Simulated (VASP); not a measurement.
# Cu2As3 (P-3m1) in VASP: a series of runs

Cu2As3 is run at these levels: r2SCAN; tasks: single point.

Everything below comes from runs of VASP 6.6.1. Logs are shortened: lines on timing, memory, paths and dates and some standing lists are left out, and cuts for length are marked.

**1. The cell of the first run**

Symmetry: P-3m1, No. 164, trigonal system. Conventional cell: a = 4.057 Å, b = 4.057 Å, c = 6.090 Å, α = 90.00°, β = 90.00°, γ = 120.00°. Within 3.3 Å of Cu (site symmetry 3m) lie 7 As at 2.48 to 2.69 Å. Within 3.5 Å of As (site symmetry -3m) lie 6 Cu at 2.69 Å and 6 As at 3.17 Å. Within 3.3 Å of As (site symmetry 3m) lie 4 Cu at 2.48 to 2.63 Å and 6 As at 2.97 to 3.17 Å.

**2. Single point, r2SCAN**

File POSCAR:

```
Cu2As3
1.0
    4.0573330000      0.0000000000      0.0000000000
   -2.0286660000      3.5137530000      0.0000000000
    0.0000000000      0.0000000000      6.0902120000
Cu As
2 3
Direct
    0.3333333333      0.6666666667      0.7830310000
    0.6666666667      0.3333333333      0.2169690000
    0.0000000000      0.0000000000      0.0000000000
    0.3333333333      0.6666666667      0.3506620000
    0.6666666667      0.3333333333      0.6493380000
```

File INCAR.step1:

```
SYSTEM = Cu2As3
  PREC = Accurate
  ENCUT = 520
  ISMEAR = 1
  SIGMA = 0.1
  LREAL = .FALSE.
  LASPH = .TRUE.
  NELM = 100
  NBANDS = 26
  GGA = PE
  ALGO = Normal
  EDIFF = 1E-4
  LWAVE = .TRUE.
  LCHARG = .FALSE.
```

File INCAR.step2:

```
SYSTEM = Cu2As3
  PREC = Accurate
  ENCUT = 520
  EDIFF = 1E-7
  ISMEAR = 1
  SIGMA = 0.1
  LREAL = .FALSE.
  LASPH = .TRUE.
  NELM = 100
  ALGO = Normal
  ISIF = 2
  LWAVE = .FALSE.
  LCHARG = .FALSE.
  METAGGA = R2SCAN
  LMIXTAU = .TRUE.
  NBANDS = 26
  ISTART = 1
```

File KPOINTS:

```
Automatic mesh
0
G
  7 7 4
  0 0 0
```

Potentials or basis: VASP PAW PBE potentials, release 64 (Cu, As).

Run with:

```bash
> cat potpaw_PBE.64/Cu/POTCAR potpaw_PBE.64/As/POTCAR > POTCAR
> cp INCAR.step1 INCAR
> mpirun -np 1 vasp_std > vasp.out
> cp INCAR.step2 INCAR
> mpirun -np 1 vasp_std > vasp.out
```

OUTCAR:

```text
SYSTEM = Cu2As3
   PREC = Accurate
   ENCUT = 520
   EDIFF = 1E-7
   ISMEAR = 1
   LREAL = .FALSE.
   LASPH = .TRUE.
   NELM = 100
   ISIF = 2
   METAGGA = R2SCAN
   ISTART = 1

 ion  position               nearest neighbor table
   1  0.333  0.667  0.783-   5 2.48   5 2.48   5 2.48   4 2.63   3 2.69   3 2.69   3 2.69
   2  0.667  0.333  0.217-   4 2.48   4 2.48   4 2.48   5 2.63   3 2.69   3 2.69   3 2.69
   3  0.000  0.000  0.000-   1 2.69   2 2.69   2 2.69   1 2.69   2 2.69   1 2.69
   4  0.333  0.667  0.351-   2 2.48   2 2.48   2 2.48   1 2.63
   5  0.667  0.333  0.649-   1 2.48   1 2.48   1 2.48   2 2.63

  LATTYP: Found a hexagonal cell.
 ALAT       =     4.0573330000
 C/A-ratio  =     1.5010382436

  Lattice vectors:

 A1 = (   4.0573330000,   0.0000000000,   0.0000000000)
 A2 = (  -2.0286660000,   3.5137530000,   0.0000000000)
 A3 = (   0.0000000000,   0.0000000000,   6.0902120000)

Analysis of symmetry for initial positions (statically):
=====================================================================
 Subroutine PRICEL returns:
 Original cell was already a primitive cell.

 Routine SETGRP: Setting up the symmetry group for a
 hexagonal supercell.

 Subroutine GETGRP returns: Found 12 space group operations
 (whereof 12 operations were pure point group operations)
 out of a pool of 24 trial point group operations.

The static configuration has the point symmetry D_3d.

Analysis of symmetry for dynamics (positions and initial velocities):
=====================================================================
 Subroutine PRICEL returns:
 Original cell was already a primitive cell.

 Routine SETGRP: Setting up the symmetry group for a
 hexagonal supercell.

 Subroutine GETGRP returns: Found 12 space group operations
 (whereof 12 operations were pure point group operations)
 out of a pool of 24 trial point group operations.

The dynamic configuration has the point symmetry D_3d.

 Subroutine INISYM returns: Found 12 space group operations
 (whereof 12 operations are pure point group operations),
 and found     1 'primitive' translations

----------------------------------------------------------------------------------------

                                     Primitive cell

[... 89 lines left out ...]
   ICHARG =      0    charge: 1-file 2-atom 10-const
   ISPIN  =      1    spin polarized calculation?
   LNONCOLLINEAR =      F non collinear calculations
   LSORBIT =      F    spin-orbit coupling
   LASPH  =      T    aspherical Exc in radial PAW
   ENCUT  =  520.0 eV  38.22 Ry    6.18 a.u.   7.54  7.54 11.32*2*pi/ulx,y,z
   NELM   =    100;   NELMIN=  2; NELMDL=  0     # of ELM steps
   EDIFF  = 0.1E-06   stopping-criterion for ELM
   LREAL  =      F    real-space projection
   EDIFFG = 0.1E-05   stopping-criterion for IOM
   NSW    =      0    number of steps for IOM
   IBRION =     -1    ionic relax: 0-MD 1-quasi-New 2-CG
   NFREE  =      0    steps in history (QN), initial steepest desc. (CG)
   ISIF   =      2    stress and relaxation
   ISYM   =      2    0-nonsym 1-usesym 2-fastsym
   POTIM  = 0.5000    time-step for ionic-motion
   TEBEG  =    0.0;   TEEND  =   0.0 temperature during run
   PSTRESS=    0.0 pullay stress
   NELECT =      37.0000    total number of electrons
   NUPDOWN=      -1.0000    fix difference up-down
   EMIN   =  10.00;   EMAX   =-10.00  energy-range for DOS
   EFERMI =   0.00;   METHOD = LEGACY
   ISMEAR =     1;   SIGMA  =   0.10  broadening in eV -4-tet -1-fermi 0-gaus
   EFERMI_NEDOS =   21; number of points for ismear=-14 and -15
   IALGO  =     38    algorithm
   IMIX   =      4    mixing-type and parameters
     AMIX     =   0.40;   BMIX     =  1.00
     AMIX_MAG =   1.60;   BMIX_MAG =  1.00
  volume/ion in A,a.u.               =      17.36       117.18
  Fermi-wavevector in a.u.,A,eV,Ry     =   1.231953  2.328053 20.649658  1.517707
  Thomas-Fermi vector in A             =   2.366742
   LORBIT       =      0    0 simple, 1 ext, 2 COOP (PROOUT), +10 PAW based schemes
   METAGGA = R2SCAN    functional components
   LHFCALC =     F    Hartree Fock is set to
   AEXX    =    0.0000 exact exchange contribution
   IVDW    =     0    specifies the selected vdW correction
   LEPSILON=     F    determine dielectric tensor
   LRPA    =     F    only Hartree local field effects (RPA)
 non-spin polarized calculation
 Methfessel and Paxton  Order N= 1 SIGMA  =   0.10
  energy-cutoff  :      520.00
  volume of cell :       86.82
 maximum number of plane-waves:      2359
 NGX is ok and might be reduce to    30
   NGX = 15   NGY = 15   NGZ = 23

 number of electron      37.0000008 magnetization

 Free energy of the ion-electron system (eV)
  ---------------------------------------------------
  ext. energy  EPLUGINS =         0.00000000
  ---------------------------------------------------
  free energy    TOTEN  =       -64.68220556 eV

  energy without entropy =      -64.68388253  energy(sigma->0) =      -64.68276455

 E-fermi :   6.0438     XC(G=0): -11.4659

 val. band max:        6.0062931968   @ k =   0.4286  -0.0000   0.0000
 cond. band min:       6.1546440868   @ k =   0.0000   0.0000   0.2500
 fundamental gap:      0.1483508900
 Fermi energy:         6.0437629874

 k-point     1 :       0.0000    0.0000    0.0000
  band No.  band energies     occupation
      1      -8.5206      2.00000
      2      -5.1493      2.00000
      3      -4.9699      2.00000
      4       1.3612      2.00000
      5       1.3614      2.00000
      6       1.4784      2.00000
[... 685 lines left out ...]
     25      13.7898      0.00000
     26      13.9862      0.00000

 [... further k-points ...]
[... 5 lines left out ...]
  --------------------------------------------------------------------------------------
  -------------------------------------------------------------------------------------
  Total       -0.9456797     -0.9456795     -0.4200025     -0.0000001      0.0000000      0.0000000
  in kB      -17.4505998    -17.4505954     -7.7502929     -0.0000025      0.0000000      0.0000000
  external PRESSURE =     -14.2171627 kB  Pullay stress =       0.0000000 kB

 VOLUME and BASIS-vectors are now :
 -----------------------------------------------------------------------------
  energy-cutoff  :      520.00
  volume of cell :       86.82
      direct lattice vectors                 reciprocal lattice vectors
     4.057333000  0.000000000  0.000000000     0.246467322  0.142297958  0.000000000
    -2.028666000  3.513753000  0.000000000     0.000000000  0.284595986  0.000000000
     0.000000000  0.000000000  6.090212000     0.000000000  0.000000000  0.164197897

 POSITION                                       TOTAL-FORCE (eV/Angst)
 -----------------------------------------------------------------------------------
      0.00000      2.34250      4.76882        -0.000000      0.000000     -0.042380
      2.02867      1.17125      1.32139         0.000000     -0.000000      0.042380
      0.00000      0.00000      0.00000        -0.000000      0.000000      0.000000
      0.00000      2.34250      2.13561        -0.000000      0.000000      0.102246
      2.02867      1.17125      3.95461        -0.000000     -0.000000     -0.102246
 -----------------------------------------------------------------------------------
    total drift:                                0.000000      0.000000      0.000000

  FREE ENERGIE OF THE ION-ELECTRON SYSTEM (eV)
  ---------------------------------------------------
  free  energy   TOTEN  =       -64.6822055603 eV

  energy  without entropy=      -64.6838825270  energy(sigma->0) =      -64.68276455
```

OUTCAR.step1:

```text
SYSTEM = Cu2As3
   PREC = Accurate
   ENCUT = 520
   ISMEAR = 1
   LREAL = .FALSE.
   LASPH = .TRUE.
[... 930 lines left out ...]
      0.00000      0.00000      0.00000         0.000000     -0.000000      0.000000
      0.00000      2.34250      2.13561        -0.000000      0.000000      0.048925
      2.02867      1.17125      3.95461         0.000000      0.000000     -0.048925
 -----------------------------------------------------------------------------------
    total drift:                                0.000000      0.000000      0.000000

  FREE ENERGIE OF THE ION-ELECTRON SYSTEM (eV)
  ---------------------------------------------------
  free  energy   TOTEN  =       -20.6401332772 eV

  energy  without entropy=      -20.6408202343  energy(sigma->0) =      -20.64036226
```

OSZICAR.step1:

```text
N       E                     dE             d eps       ncg     rms          rms(c)
DAV:   1     0.251426409562E+03    0.25143E+03   -0.15779E+04  1456   0.165E+03
DAV:   2    -0.678164057454E+00   -0.25210E+03   -0.24296E+03  1460   0.332E+02
DAV:   3    -0.227303869059E+02   -0.22052E+02   -0.20932E+02  1950   0.113E+02
DAV:   4    -0.235812396796E+02   -0.85085E+00   -0.84347E+00  1840   0.202E+01
DAV:   5    -0.236036079348E+02   -0.22368E-01   -0.22341E-01  1952   0.303E+00    0.169E+01
DAV:   6    -0.269897054828E+02   -0.33861E+01   -0.65646E+01  1692   0.214E+02    0.150E+01
DAV:   7    -0.208851287185E+02    0.61046E+01   -0.17072E+01  1778   0.104E+02    0.414E+00
DAV:   8    -0.206318630765E+02    0.25327E+00   -0.28441E+00  2246   0.378E+01    0.157E+00
DAV:   9    -0.206407813824E+02   -0.89183E-02   -0.47140E-01  2212   0.921E+00    0.264E-01
DAV:  10    -0.206425083235E+02   -0.17269E-02   -0.13674E-02  2228   0.279E+00    0.353E-01
DAV:  11    -0.206401787563E+02    0.23296E-02   -0.93649E-03  1918   0.293E+00    0.107E-01
DAV:  12    -0.206401902807E+02   -0.11524E-04   -0.18749E-03  2252   0.467E-01    0.577E-02
DAV:  13    -0.206401332772E+02    0.57003E-04   -0.28773E-05   846   0.167E-01
   1 F= -.20640133E+02 E0= -.20640362E+02  d E =0.686957E-03
```

Wall time 3.2 min (1 thread of Intel Xeon Platinum 8559C (Emerald Rapids), shared host); peak memory 0.23 GiB.

Results:

| Property | Result |
| --- | --- |
| Free energy | -64.6822 eV |
| Pressure | -1.4 GPa |
| Largest force | 0.102 eV/Å |

Forces in eV/Å, atoms in the order of the input:
```
Cu   0.000  0.000 -0.042
Cu   0.000  0.000  0.042
As   0.000  0.000  0.000
As   0.000  0.000  0.102
As   0.000  0.000 -0.102
```

Stress tensor (GPa, compression positive):
```
-1.75  0.00  0.00
 0.00 -1.75  0.00
 0.00  0.00 -0.78
```

Levels at points of the mesh, in eV from the Fermi level:
| k point | band 15 | band 16 | band 17 | band 18 | band 19 | band 20 | band 21 | band 22 | band 23 | band 24 |
| --- | --- | --- | --- | --- | --- | --- | --- | --- | --- | --- |
| (0.00, 0.00, 0.00) | -1.40 | -0.90 | -0.90 | -0.04 | -0.04 | 1.24 | 1.24 | 1.91 | 4.68 | 5.01 |
| (0.00, 0.00, 0.50) | -1.09 | -1.09 | -0.53 | 0.28 | 0.28 | 0.66 | 0.90 | 0.90 | 2.85 | 4.10 |

Caveat: the PAW data sets were made with another functional, which shifts forces and pressure a little.

**3. Single point, r2SCAN**

This run uses another cell than the first one, of 17.83 Å³/atom, 1.027 times its volume.

Edit POSCAR of step 2 so:

```diff
@@ -2,5 +2,5 @@
 1.0
-    4.0573330000      0.0000000000      0.0000000000
-   -2.0286660000      3.5137530000      0.0000000000
-    0.0000000000      0.0000000000      6.0902120000
+    4.0930822693      0.0000000000      0.0000000000
+   -2.0465406303      3.5447127714      0.0000000000
+    0.0000000000      0.0000000000      6.1438730205
 Cu As
```

File INCAR.step1:

```
SYSTEM = Cu2As3
PREC = Accurate
ENCUT = 520
ISMEAR = 1
SIGMA = 0.1
LREAL = .False.
LASPH = .True.
NELM = 60
NBANDS = 26
GGA = PE
ALGO = Normal
EDIFF = 1E-4
LWAVE = .True.
LCHARG = .False.
```

File INCAR.step2:

```
SYSTEM = Cu2As3
PREC = Accurate
ENCUT = 520
EDIFF = 1E-7
ISMEAR = 1
SIGMA = 0.1
LREAL = .False.
LASPH = .True.
NELM = 60
ALGO = Normal
ISIF = 2
LWAVE = .False.
LCHARG = .False.
METAGGA = R2SCAN
LMIXTAU = .True.
NBANDS = 26
ISTART = 1
```

File KPOINTS:

```
Automatic mesh
0
Gamma
  7 7 4
  0 0 0
```

Potentials or basis: VASP PAW PBE potentials, release 64 (Cu, As).

Run with:

```bash
> cat potpaw_PBE.64/Cu/POTCAR potpaw_PBE.64/As/POTCAR > POTCAR
> cp INCAR.step1 INCAR
> mpirun -np 1 vasp_std > vasp.out
> cp INCAR.step2 INCAR
> mpirun -np 1 vasp_std > vasp.out
```

Wall time 3.4 min (1 thread of Intel Xeon Platinum 8559C (Emerald Rapids), shared host); peak memory 0.23 GiB.

Results (log left out):

* Free energy: -64.6448 eV
* Pressure: -3.8 GPa
* Largest force: 0.083 eV/Å

Forces in eV/Å, atoms in the order of the input:
```
Cu   0.000  0.000 -0.080
Cu   0.000  0.000  0.080
As   0.000  0.000  0.000
As   0.000  0.000  0.083
As   0.000  0.000 -0.083
```

Stress tensor (GPa, compression positive):
```
-4.12  0.00  0.00
 0.00 -4.12  0.00
 0.00  0.00 -3.13
```

Levels at points of the mesh, in eV from the Fermi level:
```
           k point  band 16  band 17  band 18  band 19  band 20  band 21  band 22  band 23
(0.00, 0.00, 0.00)    -0.90    -0.90    -0.06    -0.06     1.17     1.17     1.84     4.50
(0.00, 0.00, 0.50)    -1.08    -0.62     0.24     0.24     0.57     0.85     0.85     2.86
```

Caveat: the PAW data sets were made with another functional, which shifts forces and pressure a little.

**4. Single point, r2SCAN**

This run uses another cell than the first one, of 18.29 Å³/atom, 1.053 times its volume.

Edit POSCAR of step 3 so:

```diff
@@ -2,5 +2,5 @@
 1.0
-    4.0930822693      0.0000000000      0.0000000000
-   -2.0465406303      3.5447127714      0.0000000000
-    0.0000000000      0.0000000000      6.1438730205
+    4.1282177413      0.0000000000      0.0000000000
+   -2.0641083619      3.5751409788      0.0000000000
+    0.0000000000      0.0000000000      6.1966127075
 Cu As
```

File INCAR.step1:

```
ALGO = Normal ; EDIFF = 1E-4
ENCUT = 520 ; GGA = PE
ISMEAR = 1 ; LASPH = True
LCHARG = False ; LREAL = False
LWAVE = True ; NBANDS = 26
NELM = 60 ; PREC = Accurate
SIGMA = 0.1
```

File INCAR.step2:

```
ALGO = Normal ; EDIFF = 1E-6
ENCUT = 520 ; ISIF = 2
ISMEAR = 1 ; ISTART = 1
LASPH = True ; LCHARG = False
LMIXTAU = True ; LREAL = False
LWAVE = False ; METAGGA = R2SCAN
NBANDS = 26 ; NELM = 60
PREC = Accurate ; SIGMA = 0.1
```

File KPOINTS:

```
k-points
0
Gamma
  7 7 4
```

Run with:

```bash
> cat potpaw_PBE.64/Cu/POTCAR potpaw_PBE.64/As/POTCAR > POTCAR
> cp INCAR.step1 INCAR
> mpirun -np 1 vasp_std > vasp.out
> cp INCAR.step2 INCAR
> mpirun -np 1 vasp_std > vasp.out
```

Wall time 2.3 min (1 thread of Intel Xeon Platinum 8559C (Emerald Rapids), shared host); peak memory 0.25 GiB.

The run converged. Its results:

```yaml
Free_energy: -64.5768 eV
Pressure: -5.8 GPa
Largest_force: 0.117 eV/Å
```

Forces in eV/Å, atoms in the order of the input:
```
Cu   0.000  0.000 -0.117
Cu   0.000  0.000  0.117
As   0.000  0.000  0.000
As   0.000  0.000  0.075
As   0.000  0.000 -0.075
```

Stress tensor (GPa, compression positive):
```
-6.12  0.00  0.00
 0.00 -6.12  0.00
 0.00  0.00 -5.14
```

Levels at points of the mesh, in eV from the Fermi level:
| k point | band 16 | band 17 | band 18 | band 19 | band 20 | band 21 | band 22 | band 23 |
| --- | --- | --- | --- | --- | --- | --- | --- | --- |
| (0.00, 0.00, 0.00) | -0.88 | -0.88 | -0.06 | -0.06 | 1.13 | 1.13 | 1.78 | 4.33 |
| (0.00, 0.00, 0.50) | -1.05 | -0.69 | 0.21 | 0.21 | 0.50 | 0.82 | 0.82 | 2.89 |

Caveat: the PAW data sets were made with another functional, which shifts forces and pressure a little.

(Part 1 of 2 ends here.)
